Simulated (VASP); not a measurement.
# BN (R3m) in VASP: further runs, part 2 of 2

VASP 6.6.1. The steps go on from the part before.

### 3 Single point, LDA

This run uses another cell than the first one, of 9.89 Å³/atom, 1.389 times its volume.

Contents of INCAR:

```
SYSTEM = BN
ALGO     = Normal         ! electronic algorithm
EDIFF    = 1E-6           ! SCF threshold, eV
ENCUT    = 600            ! plane-wave cutoff, eV
GGA      = CA             ! functional
GGA_COMPAT= .FALSE.      
ISIF     = 2              ! what is computed and relaxed
ISMEAR   = 0              ! smearing method
LASPH    = .TRUE.         ! aspherical terms in the spheres
LCHARG   = .FALSE.        ! write CHGCAR
LREAL    = .FALSE.        ! projectors in reciprocal space
LWAVE    = .FALSE.        ! write WAVECAR
NBANDS   = 11             ! bands
NELM     = 120            ! most SCF steps
PREC     = Accurate       ! precision mode
SIGMA    = 0.05           ! smearing width, eV
```

Contents of KPOINTS:

```
k-points
0
G
  12 12 12
  0 0 0
```

Contents of POSCAR:

```
BN
1.0
    1.3011666545      0.7512289182      3.3729344033
   -1.3011666545      0.7512289182      3.3729344033
    0.0000000000     -1.5024578365      3.3729344033
B N
1 1
Direct
    0.9996712000      0.9996712000      0.9996712000
    0.3327618000      0.3327618000      0.3327618000
```

Potentials or basis: VASP PAW LDA potentials, release 64 (B, N).

Started as:

```sh
$ cat potpaw_LDA.64/B/POTCAR potpaw_LDA.64/N/POTCAR > POTCAR
$ mpirun -np 1 vasp_std > vasp.out
```

OUTCAR:

```text
SYSTEM = BN
   EDIFF = 1E-6
   ENCUT = 600
   GGA = CA
   ISIF = 2
   ISMEAR = 0
   LASPH = .TRUE.
   LREAL = .FALSE.
   NELM = 120
   PREC = Accurate

 ion  position               nearest neighbor table
   1  1.000  1.000  1.000-   2 1.50   2 1.50   2 1.50
   2  0.333  0.333  0.333-   1 1.50   1 1.50   1 1.50

  LATTYP: Found a trigonal (rhomboedric) cell.
 ALAT       =     3.6924336202
 COS(alpha) =     0.7516464043

  Lattice vectors:

 A1 = (   1.3011666545,   0.7512289182,   3.3729344033)
 A2 = (  -1.3011666545,   0.7512289182,   3.3729344033)
 A3 = (   0.0000000000,  -1.5024578365,   3.3729344033)

Analysis of symmetry for initial positions (statically):
=====================================================================
 Subroutine PRICEL returns:
 Original cell was already a primitive cell.

 Routine SETGRP: Setting up the symmetry group for a
 trigonal (rhombohedral) supercell.

 Subroutine GETGRP returns: Found  6 space group operations
 (whereof  6 operations were pure point group operations)
 out of a pool of 12 trial point group operations.

The static configuration has the point symmetry C_3v.

Analysis of symmetry for dynamics (positions and initial velocities):
[... 165 lines left out ...]
 Fermi energy:         1.8343067122

 k-point     1 :       0.0000    0.0000    0.0000
  band No.  band energies     occupation
      1     -15.3784      2.00000
      2      -2.0655      2.00000
      3       0.1027      2.00000
      4       0.1027      2.00000
      5       6.3281      0.00000
      6      12.1328      0.00000
      7      12.1328      0.00000
      8      13.1830      0.00000
      9      14.4314      0.00000
     10      25.2825      0.00000
     11      27.8923      0.00000
[... 309 lines left out ...]
 k-point    24 :      -0.4167    0.1667   -0.0000
  band No.  band energies     occupation
      1     -12.2675      2.00000
      2      -6.6009      2.00000
      3      -3.6480      2.00000
      4       1.2633      2.00000
      5       6.2632      0.00000
      6      11.8780      0.00000
      7      14.0210      0.00000
      8      15.0261      0.00000
      9      18.2490      0.00000
     10      20.3710      0.00000
     11      22.7187      0.00000

 [... further k-points ...]
[... 5 lines left out ...]
  --------------------------------------------------------------------------------------
  -------------------------------------------------------------------------------------
  Total       -4.9380142     -4.9380142     -0.1464226      0.0000000      0.0000000      0.0000000
  in kB     -399.9434162   -399.9434162    -11.8591693      0.0000000      0.0000000      0.0000000
  external PRESSURE =    -270.5820006 kB  Pullay stress =       0.0000000 kB

 VOLUME and BASIS-vectors are now :
 -----------------------------------------------------------------------------
  energy-cutoff  :      600.00
  volume of cell :       19.78
      direct lattice vectors                 reciprocal lattice vectors
     1.301166655  0.751228918  3.372934403     0.384270530  0.221858694  0.098825916
    -1.301166655  0.751228918  3.372934403    -0.384270530  0.221858694  0.098825916
     0.000000000 -1.502457837  3.372934403     0.000000000 -0.443717388  0.098825916

 POSITION                                       TOTAL-FORCE (eV/Angst)
 -----------------------------------------------------------------------------------
      0.00000     -0.00000     10.11548         0.000000     -0.000000      0.006483
      0.00000     -0.00000      3.36715         0.000000      0.000000     -0.006483
 -----------------------------------------------------------------------------------
    total drift:                                0.000000     -0.000000      0.000094

  FREE ENERGIE OF THE ION-ELECTRON SYSTEM (eV)
  ---------------------------------------------------
  free  energy   TOTEN  =       -19.0682904885 eV

  energy  without entropy=      -19.0682904885  energy(sigma->0) =      -19.06829049
```

It took 59 s on 1 thread of Intel Xeon Platinum 8375C at 2.90GHz (Ice Lake), shared host; peak memory 0.17 GiB.

What came out:

* Free energy: -19.0683 eV
* Pressure: -27.1 GPa
* Largest force: 0.006 eV/Å
* Band gap on the k mesh: 3.88 eV, indirect (least direct gap 4.27 eV)

Forces on the atoms (eV/Å):
```
B    0.000  0.000  0.006
N    0.000  0.000 -0.006
```

### 4 Single point, PBE

This run uses another cell than the first one, of 10.67 Å³/atom, 1.498 times its volume.

Contents of INCAR:

```
PREC = Accurate
ENCUT = 600
EDIFF = 1E-6
ISMEAR = 0
SIGMA = 0.05
LREAL = F
LASPH = T
NELM = 120
ALGO = Normal
ISIF = 2
LWAVE = F
LCHARG = F
GGA = PE
NBANDS = 11
GGA_COMPAT = F
```

Contents of KPOINTS:

```
regular mesh
0
Gamma
  12 12 12
```

Contents of POSCAR:

```
BN
1.0
    1.3512115259      0.7801223382      3.3729344033
   -1.3512115259      0.7801223382      3.3729344033
    0.0000000000     -1.5602446764      3.3729344033
B N
1 1
Direct
    0.9996712000      0.9996712000      0.9996712000
    0.3327618000      0.3327618000      0.3327618000
```

Potentials or basis: VASP PAW PBE potentials, release 64 (B, N).

Started as:

```sh
$ cat potpaw_PBE.64/B/POTCAR potpaw_PBE.64/N/POTCAR > POTCAR
$ mpirun -np 1 vasp_std > vasp.out
```

Wall time 64 s (1 thread of Intel Xeon Platinum 8375C at 2.90GHz (Ice Lake), shared host); peak memory 0.19 GiB.

The run converged. Its results:

* Free energy: -17.0188 eV
* Pressure: -36.3 GPa
* Largest force: 0.016 eV/Å
* Band gap on the k mesh: 3.79 eV, indirect (least direct gap 4.11 eV)

Forces in eV/Å, atoms in the order of the input:
```
B    0.000  0.000  0.016
N    0.000  0.000 -0.016
```

Stress tensor (GPa, compression positive):
```
-55.36   0.00   0.00
  0.00 -55.36   0.00
  0.00   0.00   1.70
```

Levels at points of the mesh, in eV from the valence-band top:
```tsv
k point	band 2	band 3	band 4	band 5	band 6	band 7
(0.00, 0.00, 0.00)	-3.04	-1.51	-1.51	4.79	9.85	9.85
(0.50, 0.00, 0.00)	-8.09	-3.73	-0.39	4.72	7.72	11.92
(0.50, 0.50, 0.00)	-7.94	-3.81	-1.01	3.79	7.58	13.03
(0.50, 0.50, 0.50)	-5.12	-1.53	-1.53	8.51	9.02	9.76
```

A k mesh can miss the band edges. As with any semilocal functional, this PBE gap is likely too small.

### 5 Single point, LDA (strain +0.040 along x and y, -0.080 along z)

Contents of INCAR:

```
SYSTEM = BN
ALGO = Normal
EDIFF = 1E-6
ENCUT = 600
GGA_COMPAT = .False.
ISIF = 2
ISMEAR = 0
LASPH = .True.
LCHARG = .True.
LELF = .True.
LREAL = .False.
LVHAR = .True.
LWAVE = .False.
NBANDS = 11
NELM = 120
PREC = Accurate
SIGMA = 0.05
```

Contents of KPOINTS:

```
k-points
0
Gamma
  12 12 12
  0 0 0
```

Contents of POSCAR:

```
BN
1.0
    1.3011666545      0.7512289182      3.1030996510
   -1.3011666545      0.7512289182      3.1030996510
    0.0000000000     -1.5024578365      3.1030996510
B N
1 1
Direct
    0.9996712000      0.9996712000      0.9996712000
    0.3327618000      0.3327618000      0.3327618000
```

Potentials or basis: VASP PAW LDA potentials, release 64 (B, N).

Started as:

```sh
$ cat potpaw_LDA.64/B/POTCAR potpaw_LDA.64/N/POTCAR > POTCAR
$ mpirun -np 1 vasp_std > vasp.out
```

Run time: 2.1 min. Hardware: 1 thread of Intel Xeon 8259CL, shared host; peak memory 0.17 GiB.

Results (log left out):

| Item | Value |
| --- | --- |
| Free energy | -19.0695 eV |
| Pressure | -28.5 GPa |
| Largest force | 0.065 eV/Å |
| Band gap on the k mesh | 3.61 eV, indirect (least direct gap 4.31 eV) |

Forces in eV/Å, atoms in the order of the input:
```
B    0.000  0.000  0.065
N    0.000  0.000 -0.065
```

Stress tensor (GPa, compression positive):
```
-43.22   0.00   0.00
  0.00 -43.22   0.00
  0.00   0.00   0.95
```

Levels at points of the mesh, in eV from the valence-band top:
| k point | band 2 | band 3 | band 4 | band 5 | band 6 | band 7 |
| --- | --- | --- | --- | --- | --- | --- |
| (0.00, 0.00, 0.00) | -3.12 | -1.47 | -1.47 | 5.28 | 10.57 | 10.57 |
| (0.50, 0.00, 0.00) | -8.59 | -3.93 | -0.40 | 4.93 | 8.88 | 12.49 |
| (0.50, 0.50, 0.00) | -8.34 | -4.08 | -1.35 | 3.61 | 8.52 | 13.85 |
| (0.50, 0.50, 0.50) | -6.16 | -1.52 | -1.52 | 10.02 | 10.42 | 10.42 |

Caveat: the cell differs from its parent crystal (strain +0.040 along x and y, -0.080 along z). A k mesh can miss the band edges.

### 6 The runs side by side

| level | potentials or basis | cell | k mesh | gap on the mesh (eV) | pressure (GPa) | largest force (eV/Å) |
| --- | --- | --- | --- | --- | --- | --- |
| LDA | VASP PAW LDA potentials, release 64 (B, N) | a = 3.376 Å, angles 39.9°, 2 atoms | 12 × 12 × 12, shifted | 4.35 | 87.1 | 0.02 |
| LDA | VASP PAW LDA potentials, release 64 (B, N) | a = 3.692 Å, angles 41.3°, 2 atoms | 12 × 12 × 12 | 3.88 | -27.1 | 0.01 |
| PBE | VASP PAW PBE potentials, release 64 (B, N) | a = 3.716 Å, angles 42.6°, 2 atoms | 12 × 12 × 12 | 3.79 | -36.3 | 0.02 |
| LDA | VASP PAW LDA potentials, release 64 (B, N) | a = 3.448 Å, angles 44.3°, 2 atoms | 12 × 12 × 12 | 3.61 | -28.5 | 0.07 |

Alike in all rows: task single point; no spin polarisation; cutoff (eV) 600; smearing gaussian 0.05 eV.

Total energies depend on the potentials used, so only differences within one code and one set of settings carry meaning.
